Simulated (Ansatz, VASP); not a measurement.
# Two plane-wave programs on KCoF3

The input INCAR:

```
PREC = Accurate
ENCUT = 700
EDIFF = 1E-6
ISMEAR = -5
SIGMA = 0.1
LREAL = F
LASPH = T
NELM = 200
ALGO = Normal
ISIF = 2
LWAVE = F
LCHARG = F
ISPIN = 2
MAGMOM = 0 0 0 0 3
LORBIT = 11
LMAXMIX = 4
LDAU = T
LDAUTYPE = 2
LDAUL = -1 -1 2
LDAUU = 0 0 3.32
LDAUJ = 0 0 0
LDAUPRINT = 1
GGA = CA
NBANDS = 36
GGA_COMPAT = F
```

KPOINTS

```
regular mesh
0
Gamma
  5 5 5
```

File POSCAR:

```
KCoF3
1.0
    4.0710000000      0.0000000000      0.0000000000
    0.0000000000      4.0710000000      0.0000000000
    0.0000000000      0.0000000000      4.0710000000
K F Co
1 3 1
Direct
    0.0000000000      0.0000000000      0.0000000000
    0.0000000000      0.5000000000      0.5000000000
    0.5000000000      0.0000000000      0.5000000000
    0.5000000000      0.5000000000      0.0000000000
    0.5000000000      0.5000000000      0.5000000000
```

Input for Ansatz:

```yaml
crystal:
  lattice:
    - [4.071, 0.0, 0.0]
    - [0.0, 4.071, 0.0]
    - [0.0, 0.0, 4.071]
  atoms:
    - { symbol: K, position: [0.0, 0.0, 0.0] }
    - { symbol: F, position: [0.0, 0.5, 0.5] }
    - { symbol: F, position: [0.5, 0.0, 0.5] }
    - { symbol: F, position: [0.5, 0.5, 0.0] }
    - { symbol: Co, position: [0.5, 0.5, 0.5], spin: 3.0 }
magnetization:
  spin_polarized: true
hamiltonian:
  xc: lda
  pseudopotentials: { kind: paw }
  hubbard: { sites: [{ species: Co, l: d, u_eff: 3.32 }] }
basis:
  ecutwfc: 420
kpoints:
  mp_grid: { grid: [5, 5, 5] }
scf:
  occupations: { method: tetrahedron }
  lower_state_search: "off"
  max_iter: 70
output:
  forces: true
  stress: true
```

Alike in both runs: task single point; functional LDA; k mesh 5 × 5 × 5; occupations tetrahedron; collinear spin; Hubbard terms Co d U = 3.32 eV.

|  | VASP | Ansatz |
| --- | --- | --- |
| version | VASP 6.6.1 | Ansatz 0.2.0 |
| potentials or method | VASP PAW LDA potentials, release 64 (K_sv, F, Co_sv), cutoff 700 eV | PAW, plane waves, scalar-relativistic |
| valence electrons in the cell | 47 | 47 |

Ansatz gave:

```
pressure (GPa)                                                : -6.7
net moment per atom (μB)                                      : 0.60
size of the moment on the site where the two differ most (μB) : 2.57
```

**Question.** What did VASP give for the same quantities?

**Answer.** Pressure (GPa): -7.5; net moment per atom (μB): 0.60; size of the moment on the site where the two differ most (μB): 2.70.

LDA's correlation is that of Perdew and Zunger in VASP and of Perdew and Wang (1992) in Ansatz. Site moments also hang on the region over which each program counts them. The programs project onto different local orbitals, so the same U acts differently, and such runs can settle in different states. Ansatz's warnings: band table not solved further, filled band counts differ across k points, stability check not made, tetrahedron derivatives may miss energy slope.
